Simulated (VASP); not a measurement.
Input of a VASP 6.6.1 run:

File INCAR:

```
PREC = Accurate ; ENCUT = 600
EDIFF = 1E-7 ; ISMEAR = -1
SIGMA = 0.05 ; LREAL = F
LASPH = T ; NELM = 80
ALGO = Normal ; ISIF = 3
LWAVE = F ; LCHARG = F
GGA = RE ; IBRION = 2
NSW = 60 ; EDIFFG = -0.01
```

Contents of KPOINTS:

```
Automatic mesh
0
Gamma
  8 8 8
```

POSCAR

```
NaCl
1.0
    0.0000000000      2.7940632177      2.7940632177
    2.7940632177      0.0000000000      2.7940632177
    2.7940632177      2.7940632177      0.0000000000
Cl Na
1 1
Direct
    0.5000000000      0.5000000000      0.5000000000
    0.0000000000      0.0000000000      0.0000000000
```

Potentials or basis: VASP PAW PBE potentials, release 64 (Cl, Na_pv).

Run with:

```console
$ cat potpaw_PBE.64/Cl/POTCAR potpaw_PBE.64/Na_pv/POTCAR > POTCAR
$ mpirun -np 1 vasp_std > vasp.out
```

Question: Predict the relaxed cell.

Answer: a = 4.121 Å, b = 4.121 Å, c = 4.121 Å, α = 60.00°, β = 60.00°, γ = 60.00°.

Question: Estimate the space group after relaxing (to 0.05 Å).

Answer: Fm-3m (No. 225).

Question: What does it give for the relaxed volume?

Answer: 24.75 Å³/atom.

Question: What does it give for the band gap on the k mesh?

Answer: 5.04 eV, direct.

The path:
| step | energy change (eV) | largest force (eV/Å) | pressure (GPa) | volume (Å³) |
| --- | --- | --- | --- | --- |
| 1 | 0.0000 | 0.0000 | 3.27 | 43.63 |
| 2 | -0.0408 | 0.0000 | 1.39 | 46.50 |
| 3 | -0.0513 | 0.0000 | -0.41 | 50.51 |
| 4 | -0.0527 | 0.0000 | -0.03 | 49.50 |

Caveat: the PAW data sets were made with another functional, which shifts forces and pressure a little. A k mesh can miss the band edges.
